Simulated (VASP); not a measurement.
# WS2 in VASP: notebook, part 2 of 2

VASP 6.6.1. Earlier steps stand in the parts before.

## Step 3: Single point, PBEsol

This run uses another cell than the first one, of the same volume but with other edges.

Input file INCAR:

```
  PREC = Accurate
  ENCUT = 520
  EDIFF = 1E-7
  ISMEAR = 0
  SIGMA = 0.05
  LREAL = F
  LASPH = T
  NELM = 100
  ALGO = Normal
  ISIF = 2
  LWAVE = F
  LCHARG = T
  GGA = PS
  LELF = T
  LVHAR = T
  NBANDS = 35
```

Input file KPOINTS:

```
Automatic mesh
0
Gamma
  12 12 2
```

Input file POSCAR:

```
WS2
1.0
    3.2345440322      0.0000000000      0.0000000000
   -1.6172720161      2.8011973015      0.0000000000
    0.0000000000      0.0000000000     22.2931418637
W S
2 4
Direct
    0.3333333333      0.6666666667      0.6345758579
    0.6666666667      0.3333333333      0.3654241421
    0.3333333333      0.6666666667      0.2989469828
    0.6666666667      0.3333333333      0.5680493466
    0.3333333333      0.6666666667      0.4319506534
    0.6666666667      0.3333333333      0.7010530172
```

Potentials or basis: VASP PAW PBE potentials, release 64 (W_sv, S).

Run with:

```sh
> cat potpaw_PBE.64/W_sv/POTCAR potpaw_PBE.64/S/POTCAR > POTCAR
> mpirun -np 1 vasp_std > vasp.out
```

OUTCAR:

```text
PREC = Accurate
   ENCUT = 520
   EDIFF = 1E-7
   ISMEAR = 0
   LREAL = F
   LASPH = T
   NELM = 100
   ISIF = 2
   GGA = PS

 ion  position               nearest neighbor table
   1  0.333  0.667  0.635-   6 2.38   6 2.38   6 2.38   4 2.38   4 2.38   4 2.38
   2  0.667  0.333  0.365-   3 2.38   3 2.38   3 2.38   5 2.38   5 2.38   5 2.38
   3  0.333  0.667  0.299-   2 2.38   2 2.38   2 2.38
   4  0.667  0.333  0.568-   1 2.38   1 2.38   1 2.38
   5  0.333  0.667  0.432-   2 2.38   2 2.38   2 2.38
   6  0.667  0.333  0.701-   1 2.38   1 2.38   1 2.38

  LATTYP: Found a hexagonal cell.
 ALAT       =     3.2345440322
 C/A-ratio  =     6.8922054057

  Lattice vectors:

 A1 = (   3.2345440322,   0.0000000000,   0.0000000000)
 A2 = (  -1.6172720161,   2.8011973015,   0.0000000000)
 A3 = (   0.0000000000,   0.0000000000,  22.2931418637)

Analysis of symmetry for initial positions (statically):
=====================================================================
 Subroutine PRICEL returns:
 Original cell was already a primitive cell.

 Routine SETGRP: Setting up the symmetry group for a
[... 180 lines left out ...]
 fundamental gap:      0.4769899250
 Fermi energy:         1.8507975536

 k-point     1 :       0.0000    0.0000    0.0000
  band No.  band energies     occupation
      1     -73.1783      2.00000
      2     -73.1783      2.00000
      3     -37.4108      2.00000
      4     -37.4108      2.00000
      5     -37.3329      2.00000
      6     -37.3329      2.00000
[... 901 lines left out ...]
     34       5.5002      0.00000
     35       7.2198      0.00000

 [... further k-points ...]

------------------------ aborting loop because EDIFF is reached ----------------------------------------

  FORCE on cell =-STRESS in cart. coord.  units (eV):
  Direction    XX          YY          ZZ          XY          YZ          ZX
  --------------------------------------------------------------------------------------
  -------------------------------------------------------------------------------------
  Total       -2.6673232     -2.6673232      7.0732237     -0.0000000      0.0000000      0.0000000
  in kB      -21.1571996    -21.1571996     56.1047888     -0.0000000      0.0000000      0.0000000
  external PRESSURE =       4.5967965 kB  Pullay stress =       0.0000000 kB

 VOLUME and BASIS-vectors are now :
 -----------------------------------------------------------------------------
  energy-cutoff  :      520.00
  volume of cell :      201.99
      direct lattice vectors                 reciprocal lattice vectors
     3.234544032  0.000000000  0.000000000     0.309162587  0.178495103  0.000000000
    -1.617272016  2.801197301  0.000000000     0.000000000  0.356990205  0.000000000
     0.000000000  0.000000000 22.293141864     0.000000000  0.000000000  0.044856845

 POSITION                                       TOTAL-FORCE (eV/Angst)
 -----------------------------------------------------------------------------------
     -0.00000      1.86746     14.14669         0.000000      0.000000      0.012166
      1.61727      0.93373      8.14645        -0.000000     -0.000000     -0.012166
     -0.00000      1.86746      6.66447        -0.000000      0.000000     -1.166854
      1.61727      0.93373     12.66360        -0.000000     -0.000000     -1.121131
     -0.00000      1.86746      9.62954         0.000000      0.000000      1.121131
      1.61727      0.93373     15.62867         0.000000     -0.000000      1.166854
 -----------------------------------------------------------------------------------
    total drift:                                0.000000      0.000000      0.000000

  FREE ENERGIE OF THE ION-ELECTRON SYSTEM (eV)
  ---------------------------------------------------
  free  energy   TOTEN  =       -50.2504877315 eV

  energy  without entropy=      -50.2504877315  energy(sigma->0) =      -50.25048773
```

OSZICAR:

```text
N       E                     dE             d eps       ncg     rms          rms(c)
DAV:   1     0.489169426322E+03    0.48917E+03   -0.27959E+04  3108   0.133E+03
DAV:   2    -0.188970944071E+02   -0.50807E+03   -0.49247E+03  3295   0.349E+02
DAV:   3    -0.518627125696E+02   -0.32966E+02   -0.32485E+02  3381   0.863E+01
[... 15 lines left out ...]
DAV:  19    -0.502504725509E+02   -0.23571E-04   -0.47220E-07  2666   0.193E-03    0.449E-03
DAV:  20    -0.502504821852E+02   -0.96343E-05   -0.18236E-07  2369   0.103E-03    0.230E-03
DAV:  21    -0.502504872965E+02   -0.51113E-05   -0.24959E-07  2394   0.126E-03    0.121E-03
DAV:  22    -0.502504876491E+02   -0.35257E-06   -0.17998E-08  2066   0.554E-04    0.103E-03
DAV:  23    -0.502504877315E+02   -0.82403E-07   -0.31871E-09  1594   0.217E-04
   1 F= -.50250488E+02 E0= -.50250488E+02  d E =-.558016E-12
```

stdout:

```text
POSCAR found type information on POSCAR W S
 POSCAR found :  2 types and       6 ions
 scaLAPACK will be used
 -----------------------------------------------------------------------------
|                                                                             |
|                                                                             |
|     You enforced a specific xc type in the INCAR file but a different       |
|     I HOPE YOU KNOW WHAT YOU ARE DOING!                                     |
|                                                                             |
 -----------------------------------------------------------------------------

 LDA part: xc-table for (Slater+PW92), standard interpolation
 POSCAR, INCAR and KPOINTS ok, starting setup
 FFT: planning ... GRIDC
 FFT: planning ... GRID_SOFT
 FFT: planning ... GRID
 WAVECAR not read
 entering main loop
```

Wall time 2.8 min (1 thread of AMD EPYC 9R45 (Zen 5), shared host); peak memory 0.4 GiB.

Results:

```
Free energy            : -50.2505 eV
Largest force          : 1.167 eV/Å
Band gap on the k mesh : 0.48 eV (least direct gap 1.41 eV)
```

Forces on the atoms (eV/Å):
```
W    0.000  0.000  0.012
W    0.000  0.000 -0.012
S    0.000  0.000 -1.167
S    0.000  0.000 -1.121
S    0.000  0.000  1.121
S    0.000  0.000  1.167
```

Caveat: there is no dipole correction, which matters where the two faces differ; the PAW data sets were made with another functional, which shifts forces and pressure a little; spin-orbit coupling is left out, which moves the levels of the heavy elements.
